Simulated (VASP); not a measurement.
# HgTe (Fm-3m) in VASP: further runs

HgTe is run at these levels: PBEsol, LDA; tasks: single point.

Program: VASP 6.6.1. These are calculated values, not measurements. Logs are shortened: lines on timing, memory, paths and dates and some standing lists are left out, and cuts for length are marked.

## (1) The cell of the first run

The structure is cubic, space group Fm-3m (No. 225). The conventional cell has a = 6.317 Å, b = 6.317 Å, c = 6.317 Å, α = 90.00°, β = 90.00°, γ = 90.00°. Hg (site symmetry m-3m) has 6 Te at 3.16 Å within 4.2 Å. Te (site symmetry m-3m) has 6 Hg at 3.16 Å within 4.2 Å.

## (2) Single point, PBEsol

Input file INCAR:

```
SYSTEM = HgTe
ALGO = Normal ; EDIFF = 1E-6
ENCUT = 520 ; GGA = PS
ISIF = 2 ; ISMEAR = -1
LASPH = .TRUE. ; LCHARG = .FALSE.
LREAL = .FALSE. ; LWAVE = .FALSE.
NBANDS = 16 ; NELM = 80
PREC = Accurate ; SIGMA = 0.05
```

Input file KPOINTS:

```
k-points
0
G
  7 7 7
  0 0 0
```

Input file POSCAR:

```
HgTe
1.0
    0.0000000000      3.1586570750      3.1586570750
    3.1586570750      0.0000000000      3.1586570750
    3.1586570750      3.1586570750      0.0000000000
Hg Te
1 1
Direct
    0.0000000000      0.0000000000      0.0000000000
    0.5000000000      0.5000000000      0.5000000000
```

Potentials or basis: VASP PAW PBE potentials, release 64 (Hg, Te).

Command:

```sh
> cat potpaw_PBE.64/Hg/POTCAR potpaw_PBE.64/Te/POTCAR > POTCAR
> mpirun -np 1 vasp_std > vasp.out
```

OUTCAR:

```text
SYSTEM = HgTe
   EDIFF = 1E-6
   ENCUT = 520
   GGA = PS
   ISIF = 2
   ISMEAR = -1
   LASPH = .TRUE.
   LREAL = .FALSE.
   NELM = 80
   PREC = Accurate

 ion  position               nearest neighbor table
   1  0.000  0.000  0.000-   2 3.16   2 3.16   2 3.16   2 3.16   2 3.16   2 3.16
   2  0.500  0.500  0.500-   1 3.16   1 3.16   1 3.16   1 3.16   1 3.16   1 3.16

  LATTYP: Found a face centered cubic cell.
 ALAT       =     6.3173141500

  Lattice vectors:

 A1 = (   0.0000000000,   3.1586570750,   3.1586570750)
 A2 = (   3.1586570750,   0.0000000000,   3.1586570750)
 A3 = (   3.1586570750,   3.1586570750,   0.0000000000)

Analysis of symmetry for initial positions (statically):
=====================================================================
 Subroutine PRICEL returns:
 Original cell was already a primitive cell.

 Routine SETGRP: Setting up the symmetry group for a
 face centered cubic supercell.

 Subroutine GETGRP returns: Found 48 space group operations
 (whereof 48 operations were pure point group operations)
 out of a pool of 48 trial point group operations.

The static configuration has the point symmetry O_h .

Analysis of symmetry for dynamics (positions and initial velocities):
=====================================================================
 Subroutine PRICEL returns:
 Original cell was already a primitive cell.

 Routine SETGRP: Setting up the symmetry group for a
 face centered cubic supercell.

 Subroutine GETGRP returns: Found 48 space group operations
 (whereof 48 operations were pure point group operations)
 out of a pool of 48 trial point group operations.

The dynamic configuration has the point symmetry O_h .

 Subroutine INISYM returns: Found 48 space group operations
 (whereof 48 operations are pure point group operations),
 and found     1 'primitive' translations

----------------------------------------------------------------------------------------

                                     Primitive cell

  volume of cell :      63.0286

  direct lattice vectors                    reciprocal lattice vectors
     0.000000000  3.158657075  3.158657075    -0.158295120  0.158295120  0.158295120
     3.158657075  0.000000000  3.158657075     0.158295120 -0.158295120  0.158295120
     3.158657075  3.158657075  0.000000000     0.158295120  0.158295120 -0.158295120

  length of vectors
     4.467015674  4.467015674  4.467015674     0.274175190  0.274175190  0.274175190

  position of ions in fractional coordinates (direct lattice)
     0.000000000  0.000000000  0.000000000
     0.500000000  0.500000000  0.500000000

  ion indices of the primitive-cell ions
   primitive index   ion index
                 1           1
                 2           2

----------------------------------------------------------------------------------------

 KPOINTS: k-points

Automatic generation of k-mesh.
 Grid dimensions read from file:
 generate k-points for:    7    7    7

 Generating k-lattice:

  Cartesian coordinates                     Fractional coordinates (reciprocal lattice)
    -0.022613589  0.022613589  0.022613589     0.142857143  0.000000000  0.000000000
     0.022613589 -0.022613589  0.022613589     0.000000000  0.142857143  0.000000000
     0.022613589  0.022613589 -0.022613589     0.000000000  0.000000000  0.142857143

  Length of vectors
     0.039167884  0.039167884  0.039167884

  Shift w.r.t. Gamma in fractional coordinates (k-lattice)
     0.000000000  0.000000000  0.000000000

 Subroutine IBZKPT returns following result:
 ===========================================

 Found     20 irreducible k-points:

 Following reciprocal coordinates:
            Coordinates               Weight
  0.000000  0.000000  0.000000      1.000000
  0.142857  0.000000  0.000000      8.000000
  0.285714  0.000000  0.000000      8.000000
  0.428571  0.000000  0.000000      8.000000
  0.142857  0.142857  0.000000      6.000000
  0.285714  0.142857  0.000000     24.000000
[... 12 lines left out ...]
 -0.428571  0.428571  0.142857     24.000000
 -0.285714  0.428571  0.142857     24.000000
   k-points           NKPTS =     20   k-points in BZ     NKDIM =     20   number of bands    NBANDS=     16
   number of dos      NEDOS =    301   number of ions     NIONS =      2
   total plane-waves  NPLWV =  46656
   dimension x,y,z NGX =    36 NGY =   36 NGZ =   36
   dimension x,y,z NGXF=    72 NGYF=   72 NGZF=   72
   ions per type =               1   1
   NGX,Y,Z   is equivalent  to a cutoff of  13.40, 13.40, 13.40 a.u.
   NGXF,Y,Z  is equivalent  to a cutoff of  26.80, 26.80, 26.80 a.u.
 SYSTEM =  HgTe
   PREC   = accura    normal or accurate (medium, high low for compatibility)
   ISTART =      0    job   : 0-new  1-cont  2-samecut
   ICHARG =      2    charge: 1-file 2-atom 10-const
   ISPIN  =      1    spin polarized calculation?
   LNONCOLLINEAR =      F non collinear calculations
   LSORBIT =      F    spin-orbit coupling
   LASPH  =      T    aspherical Exc in radial PAW
   ENCUT  =  520.0 eV  38.22 Ry    6.18 a.u.   8.31  8.31  8.31*2*pi/ulx,y,z
   NELM   =     80;   NELMIN=  2; NELMDL= -5     # of ELM steps
   EDIFF  = 0.1E-05   stopping-criterion for ELM
   LREAL  =      F    real-space projection
   EDIFFG = 0.1E-04   stopping-criterion for IOM
   NSW    =      0    number of steps for IOM
   IBRION =     -1    ionic relax: 0-MD 1-quasi-New 2-CG
   NFREE  =      0    steps in history (QN), initial steepest desc. (CG)
   ISIF   =      2    stress and relaxation
   ISYM   =      2    0-nonsym 1-usesym 2-fastsym
   POTIM  = 0.5000    time-step for ionic-motion
   TEBEG  =    0.0;   TEEND  =   0.0 temperature during run
   PSTRESS=    0.0 pullay stress
   NELECT =      18.0000    total number of electrons
   NUPDOWN=      -1.0000    fix difference up-down
   EMIN   =  10.00;   EMAX   =-10.00  energy-range for DOS
   EFERMI =   0.00;   METHOD = LEGACY
   ISMEAR =    -1;   SIGMA  =   0.05  broadening in eV -4-tet -1-fermi 0-gaus
   EFERMI_NEDOS =   21; number of points for ismear=-14 and -15
   IALGO  =     38    algorithm
   IMIX   =      4    mixing-type and parameters
     AMIX     =   0.40;   BMIX     =  1.00
     AMIX_MAG =   1.60;   BMIX_MAG =  1.00
  volume/ion in A,a.u.               =      31.51       212.67
  Fermi-wavevector in a.u.,A,eV,Ry     =   1.078085  2.037286 15.813620  1.162268
  Thomas-Fermi vector in A             =   2.214015
   LORBIT       =      0    0 simple, 1 ext, 2 COOP (PROOUT), +10 PAW based schemes
   GGA     = PS    functional components
   LHFCALC =     F    Hartree Fock is set to
   AEXX    =    0.0000 exact exchange contribution
   IVDW    =     0    specifies the selected vdW correction
   LEPSILON=     F    determine dielectric tensor
   LRPA    =     F    only Hartree local field effects (RPA)
 non-spin polarized calculation
  energy-cutoff  :      520.00
  volume of cell :       63.03
 maximum number of plane-waves:      1720
 NGX is ok and might be reduce to    36
   NGX = 17   NGY = 17   NGZ = 17

 number of electron      18.0000000 magnetization

 Free energy of the ion-electron system (eV)
  ---------------------------------------------------
  ext. energy  EPLUGINS =         0.00000000
  ---------------------------------------------------
  free energy    TOTEN  =        -4.03484036 eV

  energy without entropy =       -4.02666810  energy(sigma->0) =       -4.03075423

 E-fermi :   3.1632     XC(G=0):  -9.5526

 val. band max:        3.1472177787   @ k =  -0.1429   0.1429   0.0000
 cond. band min:       3.2653842937   @ k =   0.4286   0.0000   0.0000
 fundamental gap:      0.1181665150
 Fermi energy:         3.1632349984

 k-point     1 :       0.0000    0.0000    0.0000
  band No.  band energies     occupation
      1      -8.2677      2.00000
      2      -3.1843      2.00000
      3      -3.1843      2.00000
      4      -3.1303      2.00000
      5      -3.1303      2.00000
      6      -3.1303      2.00000
[... 8 lines left out ...]
     15      10.6549      0.00000
     16      10.6549      0.00000

 k-point     2 :       0.1429    0.0000    0.0000
  band No.  band energies     occupation
      1      -8.1263      2.00000
      2      -3.2324      2.00000
      3      -3.2324      2.00000
      4      -3.1466      2.00000
      5      -3.1101      2.00000
      6      -3.1101      2.00000
[... 8 lines left out ...]
     15      11.1431      0.00000
     16      11.1431      0.00000

 k-point     3 :       0.2857    0.0000    0.0000
  band No.  band energies     occupation
      1      -7.7603      2.00000
      2      -3.3431      2.00000
      3      -3.3431      2.00000
      4      -3.2226      2.00000
      5      -3.0560      2.00000
      6      -3.0560      2.00000
[... 8 lines left out ...]
     15      12.0811      0.00000
     16      12.0811      0.00000

 k-point     4 :       0.4286    0.0000    0.0000
  band No.  band energies     occupation
      1      -7.3928      2.00000
      2      -3.4283      2.00000
      3      -3.4283      2.00000
      4      -3.3899      2.00000
      5      -3.0108      2.00000
      6      -3.0108      2.00000
[... 8 lines left out ...]
     15      13.4227      0.00000
     16      13.4227      0.00000

 k-point     5 :       0.1429    0.1429    0.0000
  band No.  band energies     occupation
      1      -8.0869      2.00000
      2      -3.2970      2.00000
      3      -3.1704      2.00000
      4      -3.1494      2.00000
      5      -3.1079      2.00000
      6      -3.1079      2.00000
[... 8 lines left out ...]
     15      12.2676      0.00000
     16      12.2676      0.00000

 k-point     6 :       0.2857    0.1429    0.0000
  band No.  band energies     occupation
      1      -7.8174      2.00000
      2      -3.3755      2.00000
      3      -3.2277      2.00000
      4      -3.1755      2.00000
      5      -3.0750      2.00000
      6      -3.0518      2.00000
[... 8 lines left out ...]
     15      12.5280      0.00000
     16      12.9337      0.00000

 k-point     7 :       0.4286    0.1429    0.0000
  band No.  band energies     occupation
      1      -7.4689      2.00000
      2      -3.3833      2.00000
      3      -3.3385      2.00000
      4      -3.2535      2.00000
      5      -3.0290      2.00000
      6      -3.0027      2.00000
[... 8 lines left out ...]
     15      13.6592      0.00000
     16      13.9835      0.00000

 k-point     8 :      -0.4286    0.1429    0.0000
  band No.  band energies     occupation
      1      -7.3348      2.00000
      2      -3.4124      2.00000
      3      -3.3815      2.00000
      4      -3.2876      2.00000
      5      -3.0034      2.00000
      6      -2.9977      2.00000
[... 8 lines left out ...]
     15      13.2502      0.00000
     16      13.5680      0.00000

 k-point     9 :      -0.2857    0.1429    0.0000
  band No.  band energies     occupation
      1      -7.5650      2.00000
      2      -3.4048      2.00000
      3      -3.3797      2.00000
      4      -3.1917      2.00000
      5      -3.0463      2.00000
      6      -3.0106      2.00000
[... 8 lines left out ...]
     15      11.8460      0.00000
     16      14.1707      0.00000
[... 96 lines left out ...]
 k-point    15 :       0.4286    0.4286    0.0000
  band No.  band energies     occupation
      1      -7.4691      2.00000
      2      -3.2263      2.00000
      3      -3.1138      2.00000
      4      -2.9608      2.00000
      5      -2.9608      2.00000
      6      -2.7550      2.00000
[... 8 lines left out ...]
     15      15.0995      0.00000
     16      15.6992      0.00000

 k-point    16 :      -0.4286    0.4286    0.0000
  band No.  band energies     occupation
      1      -7.4039      2.00000
      2      -3.2201      2.00000
      3      -3.1705      2.00000
      4      -2.9861      2.00000
      5      -2.9554      2.00000
      6      -2.6116      2.00000
[... 8 lines left out ...]
     15      14.4611      0.00000
     16      15.6945      0.00000

 k-point    17 :       0.4286    0.2857    0.1429
  band No.  band energies     occupation
      1      -7.5764      2.00000
      2      -3.3530      2.00000
      3      -3.2838      2.00000
      4      -3.1780      2.00000
      5      -3.0344      2.00000
      6      -2.9986      2.00000
[... 8 lines left out ...]
     15      13.6615      0.00000
     16      14.3305      0.00000

 k-point    18 :      -0.4286    0.2857    0.1429
  band No.  band energies     occupation
      1      -7.3626      2.00000
      2      -3.3672      2.00000
      3      -3.2409      2.00000
      4      -3.1756      2.00000
      5      -2.9929      2.00000
      6      -2.9444      2.00000
[... 8 lines left out ...]
     15      12.9961      0.00000
     16      14.2993      0.00000

 k-point    19 :      -0.4286    0.4286    0.1429
  band No.  band energies     occupation
      1      -7.3923      2.00000
      2      -3.2428      2.00000
      3      -3.1977      2.00000
      4      -3.0539      2.00000
      5      -2.9605      2.00000
      6      -2.7639      2.00000
[... 8 lines left out ...]
     15      14.0387      0.00000
     16      15.5311      0.00000

 k-point    20 :      -0.2857    0.4286    0.1429
  band No.  band energies     occupation
      1      -7.3309      2.00000
      2      -3.3347      2.00000
      3      -3.1728      2.00000
      4      -3.1029      2.00000
      5      -2.9600      2.00000
      6      -2.7386      2.00000
[... 8 lines left out ...]
     15      13.1897      0.00000
     16      15.3456      0.00000

------------------------ aborting loop because EDIFF is reached ----------------------------------------

  FORCE on cell =-STRESS in cart. coord.  units (eV):
  Direction    XX          YY          ZZ          XY          YZ          ZX
  --------------------------------------------------------------------------------------
  -------------------------------------------------------------------------------------
  Total       -2.3455773     -2.3455773     -2.3455773      0.0000000     -0.0000000      0.0000000
  in kB      -59.6242469    -59.6242469    -59.6242469      0.0000000     -0.0000000      0.0000000
  external PRESSURE =     -59.6242469 kB  Pullay stress =       0.0000000 kB

 VOLUME and BASIS-vectors are now :
 -----------------------------------------------------------------------------
  energy-cutoff  :      520.00
  volume of cell :       63.03
      direct lattice vectors                 reciprocal lattice vectors
     0.000000000  3.158657075  3.158657075    -0.158295120  0.158295120  0.158295120
     3.158657075  0.000000000  3.158657075     0.158295120 -0.158295120  0.158295120
     3.158657075  3.158657075  0.000000000     0.158295120  0.158295120 -0.158295120

 POSITION                                       TOTAL-FORCE (eV/Angst)
 -----------------------------------------------------------------------------------
      0.00000      0.00000      0.00000         0.000000      0.000000      0.000000
      3.15866      3.15866      3.15866        -0.000000      0.000000     -0.000000
 -----------------------------------------------------------------------------------
    total drift:                               -0.000000      0.000000      0.000000

  FREE ENERGIE OF THE ION-ELECTRON SYSTEM (eV)
  ---------------------------------------------------
  free  energy   TOTEN  =        -4.0348403619 eV

  energy  without entropy=       -4.0266680986  energy(sigma->0) =       -4.03075423
```

It took 24 s on 1 thread of Intel Xeon 6975P-C, shared host; peak memory 0.21 GiB.

What came out:

```
Free energy            : -4.0348 eV
Pressure               : -6.0 GPa
Band gap on the k mesh : zero (band 9 reaches 3.32 eV, above the bottom of band 10 at 1.30 eV)
```

Levels at points of the mesh, in eV from the Fermi level:
| k point | band 6 | band 7 | band 8 | band 9 | band 10 | band 11 | band 12 | band 13 |
| --- | --- | --- | --- | --- | --- | --- | --- | --- |
| (0.00, 0.00, 0.00) | -6.29 | -1.42 | -0.60 | -0.60 | -0.60 | 7.43 | 7.43 | 7.43 |

Caveat: the PAW data sets were made with another functional, which shifts forces and pressure a little; spin-orbit coupling is left out, which moves the levels of the heavy elements.

## (3) Single point, LDA

This run uses another cell than the first one, of 32.16 Å³/atom, 1.020 times its volume.

Input file INCAR:

```
SYSTEM = HgTe
PREC = Accurate ; ENCUT = 520
EDIFF = 1E-6 ; ISMEAR = -1
SIGMA = 0.05 ; LREAL = .FALSE.
LASPH = .TRUE. ; NELM = 100
ALGO = Normal ; ISIF = 2
LWAVE = .FALSE. ; LCHARG = .FALSE.
NBANDS = 16
```

Input file KPOINTS:

```
regular mesh
0
G
  7 7 7
  0 0 0
```

Input file POSCAR:

```
HgTe
1.0
    0.0000000000      3.1800000000      3.1800000000
    3.1800000000      0.0000000000      3.1800000000
    3.1800000000      3.1800000000      0.0000000000
Hg Te
1 1
Direct
    0.0000000000      0.0000000000      0.0000000000
    0.5000000000      0.5000000000      0.5000000000
```

Potentials or basis: VASP PAW LDA potentials, release 64 (Hg, Te).

Command:

```sh
> cat potpaw_LDA.64/Hg/POTCAR potpaw_LDA.64/Te/POTCAR > POTCAR
> mpirun -np 1 vasp_std > vasp.out
```

It used 14 s of CPU time on 1 thread of Intel Xeon 6975P-C, on a shared host.

The run converged. Its results:

```
Free energy            : -4.5928 eV
Pressure               : -7.7 GPa
Band gap on the k mesh : zero (band 9 reaches 3.07 eV, above the bottom of band 10 at 1.13 eV)
```

Levels at points of the mesh, in eV from the Fermi level:
```csv
k point,band 7,band 8,band 9,band 10,band 11,band 12
"(0.00, 0.00, 0.00)",-1.53,-0.57,-0.57,-0.57,7.33,7.33
```

Caveat: spin-orbit coupling is left out, which moves the levels of the heavy elements.

[end of part 1 of 2]
